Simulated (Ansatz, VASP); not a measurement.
# SiC: VASP beside Ansatz

```xyz
8
Lattice="2.8314 0.0000 0.0000 -1.4157 2.4520 0.0000 0.0000 0.0000 10.0768" Properties=species:S:1:pos:R:3 pbc="T T T"
Si    1.4157    0.8173    9.4504
Si    0.0000    1.6347    4.4120
Si    0.0000    0.0000    6.9317
Si    0.0000    0.0000    1.8934
C     1.4157    0.8173    7.5556
C     0.0000    1.6347    2.5172
C     0.0000    0.0000    5.0431
C     0.0000    0.0000    0.0047
```

Change from the starting cell: strain -0.080 along x and y, +0.000 along z, atoms carried along.

Alike in both runs: task single point; functional r2SCAN; k mesh 12 × 12 × 4; occupations gaussian, width 0.05 eV; no spin polarisation.

```csv
,VASP,Ansatz
version,VASP 6.6.1,Ansatz 0.2.0
potentials or method,"VASP PAW PBE potentials, release 64 (Si, C), cutoff 520 eV","scalar-relativistic, plane waves, PAW"
valence electrons in the cell,32,32
```

Ansatz gave:

| Quantity | Value |
| --- | --- |
| gap on the k mesh at the Fermi level (eV) | 2.07 |
| least direct gap on the mesh (eV) | 3.57 |
| pressure (GPa) | 55.4 |
| traceless stress, the component that is largest in VASP (GPa) | -46.48 |
| rms of the force components (eV/Å) | 0.793 |

Which values does VASP return?

gap on the k mesh at the Fermi level (eV): 2.08; least direct gap on the mesh (eV): 3.58; pressure (GPa): 55.0; traceless stress, the component that is largest in VASP (GPa): -46.69; rms of the force components (eV/Å): 0.785.

VASP's potentials were made for PBE, not for r2SCAN. Atom by atom the forces differ by 0.008 eV/Å (rms over components). Both programs put the cell under a high pressure, so it lies far from rest at this level. The functional is the same, so the differences come from potentials, cutoffs and numerics.
